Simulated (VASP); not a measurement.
# LiNbO3 (R-3c) in VASP: notebook

LiNbO3 is run at these levels: r2SCAN; tasks: single point.

Program: VASP 6.6.1. These are calculated values, not measurements. Logs are shortened: lines on timing, memory, paths and dates and some standing lists are left out, and cuts for length are marked.

## 1. The cell of the first run

The structure is trigonal, space group R-3c (No. 167). Conventional cell: a = 5.080 Å, b = 5.080 Å, c = 13.403 Å, α = 90.00°, β = 90.00°, γ = 120.00°. Within 2.5 Å of Li (site symmetry 32) lie 3 O at 1.87 Å. Within 2.6 Å of Nb (site symmetry -3) lie 6 O at 1.96 Å. Within 2.5 Å of O (site symmetry 2) lie 1 Li at 1.87 Å and 2 Nb at 1.96 Å.

## 2. Single point, r2SCAN (9.99 Å³/atom)

Contents of POSCAR:

```
LiNbO3
1.0
    2.5400942567      1.4665241028      4.4675122428
   -2.5400942567      1.4665241028      4.4675122428
    0.0000000000     -2.9330482058      4.4675122427
Li Nb O
2 2 6
Direct
    0.2500000000      0.2500000000      0.2500000000
    0.7500000000      0.7500000000      0.7500000000
    0.0000000000      0.0000000000      0.0000000000
    0.5000000000      0.5000000000      0.5000000000
    0.1185962901      0.3814037099      0.7500000000
    0.7500000000      0.1185962901      0.3814037099
    0.3814037099      0.7500000000      0.1185962901
    0.2500000000      0.8814037099      0.6185962901
    0.8814037099      0.6185962901      0.2500000000
    0.6185962901      0.2500000000      0.8814037099
```

Contents of INCAR.step1:

```
SYSTEM = LiNbO3
PREC     = Accurate       ! precision mode
ENCUT    = 520            ! plane-wave cutoff, eV
ISMEAR   = 0              ! smearing method
SIGMA    = 0.02           ! smearing width, eV
LREAL    = .FALSE.        ! projectors in reciprocal space
LASPH    = .TRUE.         ! aspherical terms in the spheres
NELM     = 60             ! most SCF steps
NBANDS   = 45             ! bands
GGA      = PE             ! functional
ALGO     = Normal         ! electronic algorithm
EDIFF    = 1E-4           ! SCF threshold, eV
LWAVE    = .TRUE.         ! write WAVECAR
LCHARG   = .FALSE.        ! write CHGCAR
```

Contents of INCAR.step2:

```
SYSTEM = LiNbO3
PREC     = Accurate       ! precision mode
ENCUT    = 520            ! plane-wave cutoff, eV
EDIFF    = 1E-7           ! SCF threshold, eV
ISMEAR   = 0              ! smearing method
SIGMA    = 0.02           ! smearing width, eV
LREAL    = .FALSE.        ! projectors in reciprocal space
LASPH    = .TRUE.         ! aspherical terms in the spheres
NELM     = 60             ! most SCF steps
ALGO     = Normal         ! electronic algorithm
ISIF     = 2              ! what is computed and relaxed
LWAVE    = .FALSE.        ! write WAVECAR
LCHARG   = .FALSE.        ! write CHGCAR
METAGGA  = R2SCAN         ! meta-GGA
LMIXTAU  = .TRUE.       
NBANDS   = 45             ! bands
ISTART   = 1
```

Contents of KPOINTS:

```
Automatic mesh
0
G
  6 6 6
  0 0 0
```

Potentials or basis: VASP PAW PBE potentials, release 64 (Li_sv, Nb_sv, O).

The run is started by

```bash
$ cat potpaw_PBE.64/Li_sv/POTCAR potpaw_PBE.64/Nb_sv/POTCAR potpaw_PBE.64/O/POTCAR > POTCAR
$ cp INCAR.step1 INCAR
$ mpirun -np 1 vasp_std > vasp.out
$ cp INCAR.step2 INCAR
$ mpirun -np 1 vasp_std > vasp.out
```

OUTCAR:

```text
SYSTEM = LiNbO3
   PREC = Accurate
   ENCUT = 520
   EDIFF = 1E-7
   ISMEAR = 0
   LREAL = .FALSE.
   LASPH = .TRUE.
   NELM = 60
   ISIF = 2
   METAGGA = R2SCAN
   ISTART = 1

 ion  position               nearest neighbor table
   1  0.250  0.250  0.250-   8 1.87  10 1.87   9 1.87
   2  0.750  0.750  0.750-   6 1.87   7 1.87   5 1.87
   3  0.000  0.000  0.000-   6 1.96   8 1.96   7 1.96  10 1.96   9 1.96   5 1.96
   4  0.500  0.500  0.500-   7 1.96  10 1.96   8 1.96   6 1.96   9 1.96   5 1.96
   5  0.119  0.381  0.750-   2 1.87   3 1.96   4 1.96
   6  0.750  0.119  0.381-   2 1.87   3 1.96   4 1.96
   7  0.381  0.750  0.119-   2 1.87   4 1.96   3 1.96
   8  0.250  0.881  0.619-   1 1.87   3 1.96   4 1.96
   9  0.881  0.619  0.250-   1 1.87   3 1.96   4 1.96
  10  0.619  0.250  0.881-   1 1.87   4 1.96   3 1.96

  LATTYP: Found a trigonal (rhomboedric) cell.
 ALAT       =     5.3442901696
 COS(alpha) =     0.5481964903

  Lattice vectors:

 A1 = (   2.5400942567,   1.4665241028,   4.4675122428)
 A2 = (  -2.5400942567,   1.4665241028,   4.4675122428)
 A3 = (   0.0000000000,  -2.9330482058,   4.4675122427)

Analysis of symmetry for initial positions (statically):
=====================================================================
 Subroutine PRICEL returns:
 Original cell was already a primitive cell.

 Routine SETGRP: Setting up the symmetry group for a
 trigonal (rhombohedral) supercell.

 Subroutine GETGRP returns: Found 12 space group operations
 (whereof  6 operations were pure point group operations)
 out of a pool of 12 trial point group operations.

The static configuration has the point symmetry S_6 .
 The point group associated with its full space group is D_3d.

Analysis of symmetry for dynamics (positions and initial velocities):
=====================================================================
 Subroutine PRICEL returns:
 Original cell was already a primitive cell.

 Routine SETGRP: Setting up the symmetry group for a
 trigonal (rhombohedral) supercell.

 Subroutine GETGRP returns: Found 12 space group operations
 (whereof  6 operations were pure point group operations)
 out of a pool of 12 trial point group operations.

The dynamic configuration has the point symmetry S_6 .
 The point group associated with its full space group is D_3d.

 Subroutine INISYM returns: Found 12 space group operations
 (whereof  6 operations are pure point group operations),
 and found     1 'primitive' translations

[... 117 lines left out ...]
   ISYM   =      2    0-nonsym 1-usesym 2-fastsym
   POTIM  = 0.5000    time-step for ionic-motion
   TEBEG  =    0.0;   TEEND  =   0.0 temperature during run
   PSTRESS=    0.0 pullay stress
   NELECT =      68.0000    total number of electrons
   NUPDOWN=      -1.0000    fix difference up-down
   EMIN   =  10.00;   EMAX   =-10.00  energy-range for DOS
   EFERMI =   0.00;   METHOD = LEGACY
   ISMEAR =     0;   SIGMA  =   0.02  broadening in eV -4-tet -1-fermi 0-gaus
   EFERMI_NEDOS =   21; number of points for ismear=-14 and -15
   IALGO  =     38    algorithm
   IMIX   =      4    mixing-type and parameters
     AMIX     =   0.40;   BMIX     =  1.00
     AMIX_MAG =   1.60;   BMIX_MAG =  1.00
  volume/ion in A,a.u.               =       9.99        67.38
  Fermi-wavevector in a.u.,A,eV,Ry     =   1.440320  2.721811 28.225598  2.074523
  Thomas-Fermi vector in A             =   2.559078
   LORBIT       =      0    0 simple, 1 ext, 2 COOP (PROOUT), +10 PAW based schemes
   METAGGA = R2SCAN    functional components
   LHFCALC =     F    Hartree Fock is set to
   AEXX    =    0.0000 exact exchange contribution
   IVDW    =     0    specifies the selected vdW correction
   LEPSILON=     F    determine dielectric tensor
   LRPA    =     F    only Hartree local field effects (RPA)
 non-spin polarized calculation
 Gauss-broadening in eV      SIGMA  =   0.02
  energy-cutoff  :      520.00
  volume of cell :       99.85
 maximum number of plane-waves:      2708
   NGX = 19   NGY = 19   NGZ = 19

 number of electron      68.0000004 magnetization

 Free energy of the ion-electron system (eV)
  ---------------------------------------------------
  ext. energy  EPLUGINS =         0.00000000
  ---------------------------------------------------
  free energy    TOTEN  =      -118.07773170 eV

  energy without entropy =     -118.07773170  energy(sigma->0) =     -118.07773170

 E-fermi :   4.2292     XC(G=0): -11.8467

 val. band max:        3.9557594126   @ k =   0.0000   0.0000   0.0000
 cond. band min:       7.0901926958   @ k =   0.5000   0.5000  -0.0000
 fundamental gap:      3.1344332832
 Fermi energy:         4.2292312667

 k-point     1 :       0.0000    0.0000    0.0000
  band No.  band energies     occupation
      1     -52.0749      2.00000
      2     -52.0514      2.00000
      3     -39.8136      2.00000
      4     -39.8108      2.00000
      5     -27.6676      2.00000
      6     -27.6676      2.00000
[... 1141 lines left out ...]
     44      14.9940      0.00000
     45      15.3171      0.00000

 [... further k-points ...]

------------------------ aborting loop because EDIFF is reached ----------------------------------------

  FORCE on cell =-STRESS in cart. coord.  units (eV):
  Direction    XX          YY          ZZ          XY          YZ          ZX
  --------------------------------------------------------------------------------------
  -------------------------------------------------------------------------------------
  Total        7.0486336      7.0486336      6.9409835      0.0000000      0.0000000      0.0000000
  in kB      113.0991851    113.0991851    111.3718811      0.0000000      0.0000000      0.0000000
  external PRESSURE =     112.5234171 kB  Pullay stress =       0.0000000 kB

 VOLUME and BASIS-vectors are now :
 -----------------------------------------------------------------------------
  energy-cutoff  :      520.00
  volume of cell :       99.85
      direct lattice vectors                 reciprocal lattice vectors
     2.540094257  1.466524103  4.467512243     0.196843089  0.113647410  0.074612741
    -2.540094257  1.466524103  4.467512243    -0.196843089  0.113647410  0.074612741
     0.000000000 -2.933048206  4.467512243     0.000000000 -0.227294821  0.074612741

 POSITION                                       TOTAL-FORCE (eV/Angst)
 -----------------------------------------------------------------------------------
      0.00000     -0.00000      3.35063        -0.000000     -0.000000     -0.000000
      0.00000     -0.00000     10.05190        -0.000000     -0.000000     -0.000000
      0.00000      0.00000      0.00000        -0.000000     -0.000000     -0.000000
      0.00000     -0.00000      6.70127        -0.000000     -0.000000     -0.000000
     -0.66756     -1.46652      5.58439         0.015488     -0.000000      0.000000
      1.60382      0.15514      5.58439        -0.007744      0.013413      0.000000
     -0.93627      1.31138      5.58439        -0.007744     -0.013413     -0.000000
     -1.60382     -0.15514      7.81815         0.007744     -0.013413     -0.000000
      0.66756      1.46652      7.81815        -0.015488     -0.000000      0.000000
      0.93627     -1.31138      7.81815         0.007744      0.013413      0.000000
 -----------------------------------------------------------------------------------
    total drift:                                0.000000      0.000000     -0.000000

  FREE ENERGIE OF THE ION-ELECTRON SYSTEM (eV)
  ---------------------------------------------------
  free  energy   TOTEN  =      -118.0777317046 eV

  energy  without entropy=     -118.0777317046  energy(sigma->0) =     -118.07773170
```

OSZICAR.step1:

```text
N       E                     dE             d eps       ncg     rms          rms(c)
DAV:   1     0.733306052609E+03    0.73331E+03   -0.37072E+04  2880   0.161E+03
DAV:   2    -0.324121355582E+02   -0.76572E+03   -0.73936E+03  3687   0.548E+02
DAV:   3    -0.921597700986E+02   -0.59748E+02   -0.59253E+02  4336   0.143E+02
DAV:   4    -0.976766511686E+02   -0.55169E+01   -0.54989E+01  5064   0.379E+01
DAV:   5    -0.979236026080E+02   -0.24695E+00   -0.24685E+00  4305   0.632E+00    0.278E+01
DAV:   6    -0.791644785686E+02    0.18759E+02   -0.79918E+01  4192   0.536E+01    0.873E+00
DAV:   7    -0.793279465235E+02   -0.16347E+00   -0.70506E+00  4571   0.138E+01    0.551E+00
DAV:   8    -0.793428131299E+02   -0.14867E-01   -0.73798E-01  4616   0.540E+00    0.158E+00
DAV:   9    -0.793531524165E+02   -0.10339E-01   -0.61385E-02  4164   0.168E+00    0.865E-01
DAV:  10    -0.793589359191E+02   -0.57835E-02   -0.20966E-02  3816   0.103E+00    0.121E-01
DAV:  11    -0.793588821987E+02    0.53720E-04   -0.15631E-03  4121   0.243E-01    0.446E-02
DAV:  12    -0.793589166461E+02   -0.34447E-04   -0.19395E-04  2200   0.117E-01
   1 F= -.79358917E+02 E0= -.79358917E+02  d E =-.255557E-13
```

Wall time 29 min (1 thread of Intel Xeon 8259CL, shared host); peak memory 0.3 GiB.

What came out:

```
Free energy            : -118.0777 eV
Largest force          : 0.015 eV/Å
Band gap on the k mesh : 3.13 eV (least direct gap 3.20 eV)
```

Forces in eV/Å, atoms in the order of the input:
```
Li   0.000  0.000  0.000
Li   0.000  0.000  0.000
Nb   0.000  0.000  0.000
Nb   0.000  0.000  0.000
O    0.015  0.000  0.000
O   -0.008  0.013  0.000
O   -0.008 -0.013  0.000
O    0.008 -0.013  0.000
O   -0.015  0.000  0.000
O    0.008  0.013  0.000
```

Caveat: the cutoff is under 1.25 times the usual one of these potentials, so pressure, stress and relaxed cells hold a basis-set (Pulay) error; the PAW data sets were made with another functional, which shifts forces and pressure a little. A k mesh can miss the band edges.

## 3. Single point, r2SCAN (10.30 Å³/atom)

This run uses another cell than the first one, of 10.30 Å³/atom.

Contents of POSCAR:

```
LiNbO3
1.0
    2.5658288451      1.4813819744      4.5180801471
   -2.5658288451      1.4813819744      4.5180801471
    0.0000000000     -2.9627639489      4.5180801471
Li Nb O
2 2 6
Direct
    0.2500000000      0.2500000000      0.2500000000
    0.7500000000      0.7500000000      0.7500000000
    0.0000000000      0.0000000000      0.0000000000
    0.5000000000      0.5000000000      0.5000000000
    0.1233874148      0.3766125852      0.7500000000
    0.7500000000      0.1233874148      0.3766125852
    0.3766125852      0.7500000000      0.1233874148
    0.2500000000      0.8766125852      0.6233874148
    0.8766125852      0.6233874148      0.2500000000
    0.6233874148      0.2500000000      0.8766125852
```

Contents of INCAR.step1:

```
ALGO     = Normal         # electronic algorithm
EDIFF    = 1E-4           # SCF threshold, eV
ENCUT    = 520            # plane-wave cutoff, eV
GGA      = PE             # functional
ISMEAR   = 0              # smearing method
LASPH    = T              # aspherical terms in the spheres
LCHARG   = F              # write CHGCAR
LREAL    = F              # projectors in reciprocal space
LWAVE    = T              # write WAVECAR
NBANDS   = 45             # bands
NELM     = 80             # most SCF steps
PREC     = Accurate       # precision mode
SIGMA    = 0.02           # smearing width, eV
```

Contents of INCAR.step2:

```
ALGO     = Normal         # electronic algorithm
EDIFF    = 1E-6           # SCF threshold, eV
ENCUT    = 520            # plane-wave cutoff, eV
ISIF     = 2              # what is computed and relaxed
ISMEAR   = 0              # smearing method
ISTART   = 1            
LASPH    = T              # aspherical terms in the spheres
LCHARG   = T              # write CHGCAR
LELF     = T              # ELF
LMIXTAU  = T            
LREAL    = F              # projectors in reciprocal space
LVHAR    = T            
LWAVE    = F              # write WAVECAR
METAGGA  = R2SCAN         # meta-GGA
NBANDS   = 45             # bands
NELM     = 80             # most SCF steps
PREC     = Accurate       # precision mode
SIGMA    = 0.02           # smearing width, eV
```

Contents of KPOINTS:

```
k-points
0
Gamma
  6 6 6
```

Potentials or basis: VASP PAW PBE potentials, release 64 (Li_sv, Nb_sv, O).

The run is started by

```bash
$ cat potpaw_PBE.64/Li_sv/POTCAR potpaw_PBE.64/Nb_sv/POTCAR potpaw_PBE.64/O/POTCAR > POTCAR
$ cp INCAR.step1 INCAR
$ mpirun -np 1 vasp_std > vasp.out
$ cp INCAR.step2 INCAR
$ mpirun -np 1 vasp_std > vasp.out
```

Run time: 27 min. Hardware: 1 thread of Intel Xeon 8259CL, shared host; peak memory 0.3 GiB.

It converged, with:

- Free energy: -118.2496 eV
- Largest force: 0.016 eV/Å
- Band gap on the k mesh: 3.07 eV (least direct gap 3.14 eV)

Forces in eV/Å, atoms in the order of the input:
```
Li   0.000  0.000  0.000
Li   0.000  0.000  0.000
Nb   0.000  0.000  0.000
Nb   0.000  0.000  0.000
O    0.016  0.000  0.000
O   -0.008  0.014  0.000
O   -0.008 -0.014  0.000
O    0.008 -0.014  0.000
O   -0.016  0.000  0.000
O    0.008  0.014  0.000
```

Levels at points of the mesh, in eV from the valence-band top:
```csv
k point,band 31,band 32,band 33,band 34,band 35,band 36,band 37,band 38
"(0.00, 0.00, 0.00)",-0.34,-0.20,-0.20,-0.01,3.13,3.13,3.27,5.21
"(0.50, 0.00, 0.00)",-0.29,-0.29,-0.21,-0.21,4.71,4.71,4.76,4.76
"(0.50, 0.50, 0.00)",-0.94,-0.46,-0.32,-0.29,3.07,4.09,4.47,4.93
"(0.50, 0.50, 0.50)",-0.32,-0.32,-0.32,-0.32,4.74,4.74,5.05,5.05
```

Caveat: the cutoff is under 1.25 times the usual one of these potentials, so pressure, stress and relaxed cells hold a basis-set (Pulay) error; the PAW data sets were made with another functional, which shifts forces and pressure a little. A k mesh can miss the band edges.

## 4. Single point, r2SCAN

This run uses another cell than the first one, of 10.62 Å³/atom.

Contents of POSCAR:

```
LiNbO3
1.0
    2.5924544641      1.4967542827      4.5626303928
   -2.5924544641      1.4967542827      4.5626303928
    0.0000000000     -2.9935085654      4.5626303928
Li Nb O
2 2 6
Direct
    0.2500000000      0.2500000000      0.2500000000
    0.7500000000      0.7500000000      0.7500000000
    0.0000000000      0.0000000000      0.0000000000
    0.5000000000      0.5000000000      0.5000000000
    0.1284375215      0.3715624785      0.7500000000
    0.7500000000      0.1284375215      0.3715624785
    0.3715624785      0.7500000000      0.1284375215
    0.2500000000      0.8715624785      0.6284375215
    0.8715624785      0.6284375215      0.2500000000
    0.6284375215      0.2500000000      0.8715624785
```

Contents of INCAR.step1:

```
SYSTEM = LiNbO3
ALGO = Normal
EDIFF = 1E-4
ENCUT = 520
GGA = PE
ISMEAR = 0
LASPH = .True.
LCHARG = .False.
LREAL = .False.
LWAVE = .True.
NBANDS = 45
NELM = 60
PREC = Accurate
SIGMA = 0.02
```

Contents of INCAR.step2:

```
SYSTEM = LiNbO3
ALGO = Normal
EDIFF = 1E-6
ENCUT = 520
ISIF = 2
ISMEAR = 0
ISTART = 1
LASPH = .True.
LCHARG = .True.
LELF = .True.
LMIXTAU = .True.
LREAL = .False.
LVHAR = .True.
LWAVE = .False.
METAGGA = R2SCAN
NBANDS = 45
NELM = 60
PREC = Accurate
SIGMA = 0.02
```

Contents of KPOINTS:

```
k-points
0
Gamma
  6 6 6
  0 0 0
```

The run is started by

```bash
$ cat potpaw_PBE.64/Li_sv/POTCAR potpaw_PBE.64/Nb_sv/POTCAR potpaw_PBE.64/O/POTCAR > POTCAR
$ cp INCAR.step1 INCAR
$ mpirun -np 1 vasp_std > vasp.out
$ cp INCAR.step2 INCAR
$ mpirun -np 1 vasp_std > vasp.out
```

Wall time 26 min (1 thread of Intel Xeon 8259CL, shared host); peak memory 0.33 GiB.

Results (log left out):

```yaml
Free_energy: -118.3086 eV
Largest_force: 0.007 eV/Å
Band_gap_on_the_k_mesh: 2.96 eV (least direct gap 3.08 eV)
```

Forces on the atoms (eV/Å):
```
Li   0.000  0.000  0.000
Li   0.000  0.000  0.000
Nb   0.000  0.000  0.000
Nb   0.000  0.000  0.000
O    0.007  0.000  0.000
O   -0.003  0.006  0.000
O   -0.003 -0.006  0.000
O    0.003 -0.006  0.000
O   -0.007  0.000  0.000
O    0.003  0.006  0.000
```

Levels at points of the mesh, in eV from the valence-band top:
| k point | band 32 | band 33 | band 34 | band 35 | band 36 | band 37 |
| --- | --- | --- | --- | --- | --- | --- |
| (0.00, 0.00, 0.00) | -0.22 | -0.22 | -0.07 | 3.01 | 3.01 | 3.17 |
| (0.50, 0.00, 0.00) | -0.29 | -0.23 | -0.23 | 4.59 | 4.59 | 4.64 |
| (0.50, 0.50, 0.00) | -0.45 | -0.32 | -0.28 | 2.96 | 4.04 | 4.40 |
| (0.50, 0.50, 0.50) | -0.31 | -0.31 | -0.31 | 4.64 | 4.64 | 4.91 |

Caveat: the cutoff is under 1.25 times the usual one of these potentials, so pressure, stress and relaxed cells hold a basis-set (Pulay) error; the PAW data sets were made with another functional, which shifts forces and pressure a little.

## 5. The runs side by side

| cell | gap on the mesh (eV) | largest force (eV/Å) |
| --- | --- | --- |
| a = 5.344 Å, angles 56.8°, 10 atoms, atomic positions A | 3.13 | 0.02 |
| a = 5.403 Å, angles 56.7°, 10 atoms, atomic positions B | 3.07 | 0.02 |
| a = 5.457 Å, angles 56.7°, 10 atoms, atomic positions C | 2.96 | 0.01 |

Alike in all rows: task single point; level r2SCAN; potentials or basis VASP PAW PBE potentials, release 64 (Li_sv, Nb_sv, O); no spin polarisation; k mesh 6 × 6 × 6; cutoff (eV) 520; smearing gaussian 0.02 eV.

Caveats: the cutoff is under 1.25 times the usual one of these potentials, so pressure, stress and relaxed cells hold a basis-set (Pulay) error; the PAW data sets were made with another functional, which shifts forces and pressure a little.

Total energies depend on the potentials used, so only differences within one code and one set of settings carry meaning.
